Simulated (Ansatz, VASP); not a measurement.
CdS in VASP and in Ansatz

```xyz
4
Lattice="4.1500 0.0000 0.0000 -2.0750 3.5940 0.0000 0.0000 0.0000 6.7370" Properties=species:S:1:pos:R:3 pbc="T T T"
Cd    2.0750    1.1980    3.3685
Cd    0.0000    2.3960    0.0000
S     2.0750    1.1980    5.8949
S     0.0000    2.3960    2.5264
```

Alike in both runs: functional pbe exchange, pbesol correlation; k mesh 7 × 7 × 4; occupations tetrahedron; collinear spin.

|  | VASP | Ansatz |
| --- | --- | --- |
| version | VASP 6.6.1 | Ansatz 0.2.0 |
| potentials or method | VASP PAW PBE potentials, release 64 (Cd, S), cutoff 500 eV | all-electron LAPW, non-relativistic |
| task | single point | band structure |

```csv
,VASP,Ansatz,Ansatz less VASP
gap on the k mesh at the Fermi level (eV),1.16,1.65,+0.498
least direct gap on the mesh (eV),1.16,1.65,+0.498
pressure (GPa),2.9,4.6,+1.74
"traceless stress, the component that is largest in VASP (GPa)",0.47,0.43,-0.041
rms of the force components (eV/Å),0.039,0.048,+0.0089
net moment per atom (μB),0.00,0.00,0.000
```

VASP's potentials were made for PBE, not for pbe exchange, pbesol correlation. Atom by atom the forces differ by 0.009 eV/Å (rms over components). Ansatz ran all-electron here, and VASP with PAW potentials.
